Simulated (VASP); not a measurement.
# Ca9Mg2Si5 (P1) in VASP: further runs

Runs on Ca9Mg2Si5. Level: PBE. Tasks: single point.

All numbers are computed with VASP 6.6.1; they aren't measurements. Logs are shortened: lines on timing, memory, paths and dates and some standing lists are left out, and cuts for length are marked.

## Step 1: The cell of the first run

The typed cell holds 16 atoms: a = 7.473 Å, b = 7.665 Å, c = 7.558 Å, α = 91.93°, β = 87.09°, γ = 92.22°.

## Step 2: Single point, PBE

File INCAR:

```
PREC     = Accurate       # precision mode
ENCUT    = 520            # plane-wave cutoff, eV
EDIFF    = 1E-7           # SCF threshold, eV
ISMEAR   = 0              # smearing method
SIGMA    = 0.1            # smearing width, eV
LREAL    = Auto         
LASPH    = T              # aspherical terms in the spheres
NELM     = 60             # most SCF steps
ALGO     = Normal         # electronic algorithm
ISIF     = 2              # what is computed and relaxed
LWAVE    = F              # write WAVECAR
LCHARG   = F              # write CHGCAR
GGA      = PE             # functional
NBANDS   = 71             # bands
ISYM     = 0
```

File KPOINTS:

```
Automatic mesh
0
Gamma
  2 2 2
  0.5 0.5 0.5
```

File POSCAR:

```
Ca9Mg2Si5
1.0
    7.4696275864     -0.1447691947      0.1898494400
   -0.1447691947      7.6621926660     -0.1265721115
    0.1898494400     -0.1265721115      7.5546746612
Mg Si Ca
2 5 9
Direct
    0.0827622809     -0.0828531709      1.0845271155
    0.8038857817      0.8348537664      0.8018897433
    0.2016084532      0.2512127831      0.2014248345
    0.2863518106      0.7190963192      0.2779864916
    0.7457026993      0.7983327285      0.2009754710
    0.7467739516      0.2404952581      0.7493527135
    0.1962334304      0.8020563022      0.7499544010
    0.4586542540      0.9731209373      1.0079059936
    0.0206031280      0.5537264095      1.0195372799
    0.0103644567     -0.0259772315      0.4576361285
    0.4941560256      0.5199984469      0.9940219768
    0.4960182781     -0.0217765079      0.5001297489
    0.7955249657      0.2001511637      0.1603127677
    0.9985142190      0.5222742244      0.4943360760
    0.1573006973      0.1990544547      0.7977915629
    0.4976877862      0.5144995767      0.4971725783
```

Potentials or basis: VASP PAW PBE potentials, release 64 (Mg, Si, Ca_sv).

On the command line:

```bash
$ cat potpaw_PBE.64/Mg/POTCAR potpaw_PBE.64/Si/POTCAR potpaw_PBE.64/Ca_sv/POTCAR > POTCAR
$ mpirun -np 1 vasp_std > vasp.out
```

OUTCAR:

```text
PREC = Accurate
   ENCUT = 520
   EDIFF = 1E-7
   ISMEAR = 0
   LREAL = Auto
   LASPH = T
   NELM = 60
   ISIF = 2
   GGA = PE
   ISYM = 0

 ion  position               nearest neighbor table
   1  0.083  0.917  0.085-   4 2.70   7 2.75   5 2.76   3 2.81   9 2.84   8 2.86  10 2.87   2 3.09
                            15 3.13  13 3.13
   2  0.804  0.835  0.802-   7 2.96   5 3.05   1 3.09   8 3.15  10 3.15   6 3.20   9 3.28
   3  0.202  0.251  0.201-   1 2.81  13 3.08  15 3.10   9 3.12
   4  0.286  0.719  0.278-   1 2.70  16 2.89  11 3.00  12 3.00  14 3.02   9 3.07   8 3.07  10 3.12

   5  0.746  0.798  0.201-   1 2.76   8 3.03   2 3.05   9 3.07  10 3.08  13 3.11
   6  0.747  0.240  0.749-  15 3.14   2 3.20
   7  0.196  0.802  0.750-   1 2.75   2 2.96  10 3.03   9 3.05   8 3.06  15 3.08  12 3.15
   8  0.459  0.973  0.008-   1 2.86   5 3.03   7 3.06   4 3.07   2 3.15
   9  0.021  0.554  0.020-   1 2.84   7 3.05   4 3.07   5 3.07   3 3.12   2 3.28
  10  0.010  0.974  0.458-   1 2.87   7 3.03   5 3.08   4 3.12   2 3.15
  11  0.494  0.520  0.994-   4 3.00
  12  0.496  0.978  0.500-   4 3.00   7 3.15
  13  0.796  0.200  0.160-   3 3.08   5 3.11   1 3.13
  14  0.999  0.522  0.494-   4 3.02
  15  0.157  0.199  0.798-   7 3.08   3 3.10   1 3.13   6 3.14
  16  0.498  0.514  0.497-   4 2.89

IMPORTANT INFORMATION: All symmetrisations will be switched off!
NOSYMM: (Re-)initialisation of all symmetry stuff for point group C_1.

----------------------------------------------------------------------------------------

                                     Primitive cell

  volume of cell :     431.8350

  direct lattice vectors                    reciprocal lattice vectors
     7.469627586 -0.144769195  0.189849440     0.134008027  0.002476998 -0.003326130
    -0.144769195  7.662192666 -0.126572112     0.002476998  0.130592860  0.002125725
     0.189849440 -0.126572112  7.554674661    -0.003326130  0.002125725  0.132487574

  length of vectors
     7.473442126  7.664605343  7.558119644     0.134072182  0.130633645  0.132546366

  position of ions in fractional coordinates (direct lattice)
     0.082762281  0.917146829  0.084527116
     0.803885782  0.834853766  0.801889743
     0.201608453  0.251212783  0.201424835
     0.286351811  0.719096319  0.277986492
     0.745702699  0.798332729  0.200975471
     0.746773952  0.240495258  0.749352714
[... 8 lines left out ...]
     0.157300697  0.199054455  0.797791563
     0.497687786  0.514499577  0.497172578

  ion indices of the primitive-cell ions
   primitive index   ion index
                 1           1
                 2           2
                 3           3
                 4           4
                 5           5
                 6           6
[... 8 lines left out ...]
                15          15
                16          16

----------------------------------------------------------------------------------------

 KPOINTS: Automatic mesh

Automatic generation of k-mesh.
 Grid dimensions read from file:
 generate k-points for:    2    2    2

 Generating k-lattice:

  Cartesian coordinates                     Fractional coordinates (reciprocal lattice)
     0.067004014  0.001238499 -0.001663065     0.500000000  0.000000000  0.000000000
     0.001238499  0.065296430  0.001062862     0.000000000  0.500000000 -0.000000000
    -0.001663065  0.001062862  0.066243787    -0.000000000  0.000000000  0.500000000

  Length of vectors
     0.067036091  0.065316822  0.066273183

  Shift w.r.t. Gamma in fractional coordinates (k-lattice)
     0.500000000  0.500000000  0.500000000

 Subroutine IBZKPT returns following result:
 ===========================================

 Found      4 irreducible k-points:

 Following reciprocal coordinates:
            Coordinates               Weight
  0.250000  0.250000  0.250000      2.000000
 -0.250000  0.250000  0.250000      2.000000
  0.250000 -0.250000  0.250000      2.000000
 -0.250000 -0.250000  0.250000      2.000000
   k-points           NKPTS =      4   k-points in BZ     NKDIM =      4   number of bands    NBANDS=     71
   number of dos      NEDOS =    301   number of ions     NIONS =     16
   total plane-waves  NPLWV = 188160
   dimension x,y,z NGX =    56 NGY =   60 NGZ =   56
   dimension x,y,z NGXF=   112 NGYF=  120 NGZF=  112
   ions per type =               2   5   9
   NGX,Y,Z   is equivalent  to a cutoff of  12.46, 13.01, 12.32 a.u.
   NGXF,Y,Z  is equivalent  to a cutoff of  24.91, 26.03, 24.64 a.u.
 SYSTEM =  unknown system
   PREC   = accura    normal or accurate (medium, high low for compatibility)
   ISTART =      0    job   : 0-new  1-cont  2-samecut
   ICHARG =      2    charge: 1-file 2-atom 10-const
   ISPIN  =      1    spin polarized calculation?
   LNONCOLLINEAR =      F non collinear calculations
   LSORBIT =      F    spin-orbit coupling
   LASPH  =      T    aspherical Exc in radial PAW
   ENCUT  =  520.0 eV  38.22 Ry    6.18 a.u.  13.90 14.25 14.05*2*pi/ulx,y,z
   NELM   =     60;   NELMIN=  2; NELMDL= -5     # of ELM steps
   EDIFF  = 0.1E-06   stopping-criterion for ELM
   LREAL  =      T    real-space projection
   EDIFFG = 0.1E-05   stopping-criterion for IOM
   NSW    =      0    number of steps for IOM
   IBRION =     -1    ionic relax: 0-MD 1-quasi-New 2-CG
   NFREE  =      0    steps in history (QN), initial steepest desc. (CG)
   ISIF   =      2    stress and relaxation
   ISYM   =      0    0-nonsym 1-usesym 2-fastsym
   POTIM  = 0.5000    time-step for ionic-motion
   TEBEG  =    0.0;   TEEND  =   0.0 temperature during run
   PSTRESS=    0.0 pullay stress
   NELECT =     114.0000    total number of electrons
   NUPDOWN=      -1.0000    fix difference up-down
   EMIN   =  10.00;   EMAX   =-10.00  energy-range for DOS
   EFERMI =   0.00;   METHOD = LEGACY
   ISMEAR =     0;   SIGMA  =   0.10  broadening in eV -4-tet -1-fermi 0-gaus
   EFERMI_NEDOS =   21; number of points for ismear=-14 and -15
   IALGO  =     38    algorithm
   IMIX   =      4    mixing-type and parameters
     AMIX     =   0.40;   BMIX     =  1.00
     AMIX_MAG =   1.60;   BMIX_MAG =  1.00
  volume/ion in A,a.u.               =      26.99       182.14
  Fermi-wavevector in a.u.,A,eV,Ry     =   1.050196  1.984583 15.006034  1.102912
  Thomas-Fermi vector in A             =   2.185190
   LORBIT       =      0    0 simple, 1 ext, 2 COOP (PROOUT), +10 PAW based schemes
   GGA     = PE    functional components
   LHFCALC =     F    Hartree Fock is set to
   AEXX    =    0.0000 exact exchange contribution
   IVDW    =     0    specifies the selected vdW correction
   LEPSILON=     F    determine dielectric tensor
   LRPA    =     F    only Hartree local field effects (RPA)
 non-spin polarized calculation
 Gauss-broadening in eV      SIGMA  =   0.10
  energy-cutoff  :      520.00
  volume of cell :      431.83
 maximum number of plane-waves:     11639
   NGX = 27   NGY = 29   NGZ = 29

 number of electron     114.0000002 magnetization

 Free energy of the ion-electron system (eV)
  ---------------------------------------------------
  ext. energy  EPLUGINS =         0.00000000
  ---------------------------------------------------
  free energy    TOTEN  =       -50.37855325 eV

  energy without entropy =      -50.31545999  energy(sigma->0) =      -50.34700662

 E-fermi :   3.6561     XC(G=0):  -8.8264

 val. band max:        3.6437432944   @ k =  -0.2500   0.2500   0.2500
 cond. band min:       3.6841782688   @ k =  -0.2500  -0.2500   0.2500
 fundamental gap:      0.0404349744
 Fermi energy:         3.6561266584

 k-point     1 :       0.2500    0.2500    0.2500
  band No.  band energies     occupation
      1     -38.0862      2.00000
      2     -37.9447      2.00000
      3     -37.8941      2.00000
      4     -37.7781      2.00000
      5     -37.7201      2.00000
      6     -37.6278      2.00000
[... 61 lines left out ...]
     68       5.3584      0.00000
     69       5.4258      0.00000

 k-point     2 :      -0.2500    0.2500    0.2500
  band No.  band energies     occupation
      1     -38.0862      2.00000
      2     -37.9447      2.00000
      3     -37.8941      2.00000
      4     -37.7781      2.00000
      5     -37.7201      2.00000
      6     -37.6278      2.00000
[... 61 lines left out ...]
     68       5.3013      0.00000
     69       5.4556      0.00000

 k-point     3 :       0.2500   -0.2500    0.2500
  band No.  band energies     occupation
      1     -38.0862      2.00000
      2     -37.9447      2.00000
      3     -37.8941      2.00000
      4     -37.7781      2.00000
      5     -37.7201      2.00000
      6     -37.6278      2.00000
[... 61 lines left out ...]
     68       5.1401      0.00000
     69       5.4189      0.00000

 k-point     4 :      -0.2500   -0.2500    0.2500
  band No.  band energies     occupation
      1     -38.0862      2.00000
      2     -37.9447      2.00000
      3     -37.8941      2.00000
      4     -37.7781      2.00000
      5     -37.7201      2.00000
      6     -37.6278      2.00000
[... 61 lines left out ...]
     68       5.3179      0.00000
     69       5.4718      0.00000
 [bands above 69 left out]

------------------------ aborting loop because EDIFF is reached ----------------------------------------

  FORCE on cell =-STRESS in cart. coord.  units (eV):
  Direction    XX          YY          ZZ          XY          YZ          ZX
  --------------------------------------------------------------------------------------
  -------------------------------------------------------------------------------------
  Total        0.3735347      0.1659851      0.1469116      0.0541190      0.0335718      0.0433354
  in kB        1.3858738      0.6158314      0.5450658      0.2007904      0.1245570      0.1607813
  external PRESSURE =       0.8489236 kB  Pullay stress =       0.0000000 kB

 VOLUME and BASIS-vectors are now :
 -----------------------------------------------------------------------------
  energy-cutoff  :      520.00
  volume of cell :      431.83
      direct lattice vectors                 reciprocal lattice vectors
     7.469627586 -0.144769195  0.189849440     0.134008027  0.002476998 -0.003326130
    -0.144769195  7.662192666 -0.126572112     0.002476998  0.130592860  0.002125725
     0.189849440 -0.126572112  7.554674661    -0.003326130  0.002125725  0.132487574

 POSITION                                       TOTAL-FORCE (eV/Angst)
 -----------------------------------------------------------------------------------
      0.50148      7.00468      0.53820         0.002180     -0.013298      0.007766
      6.03610      6.17894      6.10496         0.001872      0.002394      0.004633
      1.50781      1.87016      1.52818         0.006064     -0.009278     -0.000148
      2.08761      5.43321      2.06344        -0.001815      0.024836      0.001649
      5.49270      5.98359      1.55883         0.006208      0.001408      0.003226
      5.68557      1.63976      5.77245        -0.004883      0.002102     -0.003946
[... 8 lines left out ...]
      1.29762      1.40144      6.03172         0.004486      0.002193     -0.009169
      3.73745      3.80722      3.78534         0.005002     -0.000064      0.003954
 -----------------------------------------------------------------------------------
    total drift:                                0.004744      0.002306     -0.001455

  FREE ENERGIE OF THE ION-ELECTRON SYSTEM (eV)
  ---------------------------------------------------
  free  energy   TOTEN  =       -50.3785532451 eV

  energy  without entropy=      -50.3154599914  energy(sigma->0) =      -50.34700662
```

Wall time 2.4 min (1 thread of Intel Xeon 6975P-C (Granite Rapids), shared host); peak memory 0.47 GiB.

Results:

| Item | Value |
| --- | --- |
| Free energy | -50.3786 eV |
| Pressure | 0.1 GPa |
| Largest force | 0.025 eV/Å |
| Band gap on the k mesh | 0.04 eV (least direct gap 0.06 eV) |

Forces on the atoms (eV/Å):
```
Mg   0.002 -0.013  0.008
Mg   0.002  0.002  0.005
Si   0.006 -0.009  0.000
Si  -0.002  0.025  0.002
Si   0.006  0.001  0.003
Si  -0.005  0.002 -0.004
Si   0.006 -0.003  0.004
Ca   0.010 -0.005 -0.010
Ca  -0.016 -0.007 -0.009
Ca  -0.012 -0.004  0.005
Ca   0.004  0.005 -0.011
Ca   0.012  0.002  0.004
Ca  -0.010  0.000  0.005
Ca  -0.014  0.001  0.005
Ca   0.004  0.002 -0.009
Ca   0.005  0.000  0.004
```

Caveat: semilocal functionals underestimate gaps, and a narrow one can read as zero; a shifted mesh leaves out Γ, where band edges can lie. A k mesh can miss the band edges.

## Step 3: Single point, PBE

This run uses another cell than the first one, of 26.79 Å³/atom.

File INCAR:

```
SYSTEM = Ca9Mg2Si5
PREC = Accurate
ENCUT = 520
EDIFF = 1E-7
ISMEAR = 0
SIGMA = 0.1
LREAL = Auto
LASPH = .True.
NELM = 80
ALGO = Fast
ISIF = 2
LWAVE = .False.
LCHARG = .False.
GGA = PE
NBANDS = 71
ISYM = 0
```

File KPOINTS:

```
Automatic mesh
0
Gamma
  3 3 3
  0 0 0
```

File POSCAR:

```
Ca9Mg2Si5
1.0
    7.4556343867     -0.1452724850      0.1814950161
   -0.1449227629      7.6591976720     -0.1268858930
    0.1820493673     -0.1276444332      7.5146458140
Mg Si Ca
2 5 9
Direct
    0.0826299198      0.9180679360      0.0843495675
    0.8056645398      0.8337565957      0.8035855307
    0.2070476365      0.2528029033      0.2060778064
    0.2790417157      0.7247507262      0.2741587871
    0.7446206565      0.7898963704      0.2085442667
    0.7481640621      0.2358943861      0.7506512814
    0.2009519546      0.7974898338      0.7474646101
    0.4634010213      0.9745511902      0.0037389434
    0.0157543157      0.5516193748      0.0144230295
    0.0058744645      0.9767709619      0.4618002059
    0.4932763350      0.5207734661      0.9930693794
    0.4955871445      0.9800503161      0.4983072527
    0.7953296324      0.2017894955      0.1647827386
    0.9964730829      0.5241539948      0.4924264319
    0.1621361133      0.2002411829      0.7970026681
    0.4961896238      0.5156567267      0.4945723836
```

Potentials or basis: VASP PAW PBE potentials, release 64 (Mg, Si, Ca_sv).

On the command line:

```bash
$ cat potpaw_PBE.64/Mg/POTCAR potpaw_PBE.64/Si/POTCAR potpaw_PBE.64/Ca_sv/POTCAR > POTCAR
$ mpirun -np 1 vasp_std > vasp.out
```

Run time: 13 min. Hardware: 1 thread of Intel Xeon 6975P-C (Granite Rapids), shared host; peak memory 0.59 GiB.

The run converged. Its results:

```
Free energy            : -50.6365 eV
Pressure               : 0.0 GPa
Largest force          : 0.035 eV/Å
Band gap on the k mesh : zero (bands 57 and 58 overlap by 0.31 eV)
```

Forces on the atoms (eV/Å):
```
Mg  -0.011  0.015 -0.009
Mg  -0.010  0.003 -0.016
Si  -0.002 -0.013 -0.004
Si   0.032 -0.006  0.014
Si  -0.006 -0.021  0.013
Si   0.003 -0.018  0.001
Si   0.006 -0.018  0.008
Ca   0.007 -0.002  0.009
Ca  -0.013 -0.014 -0.012
Ca  -0.007  0.012  0.007
Ca   0.000  0.004  0.001
Ca  -0.001  0.005  0.001
Ca  -0.001  0.013 -0.007
Ca   0.004  0.002  0.000
Ca   0.001  0.013 -0.002
Ca  -0.002  0.024 -0.004
```

Levels at points of the mesh, in eV from the Fermi level:
```
           k point  band 53  band 54  band 55  band 56  band 57  band 58  band 59  band 60  band 61  band 62
(0.00, 0.00, 0.00)    -1.26    -1.11    -1.02    -0.72    -0.56    -0.27    -0.16     0.62     0.72     0.75
```

The gap in the log of VASP goes by the Fermi energy; the results here count the filled bands.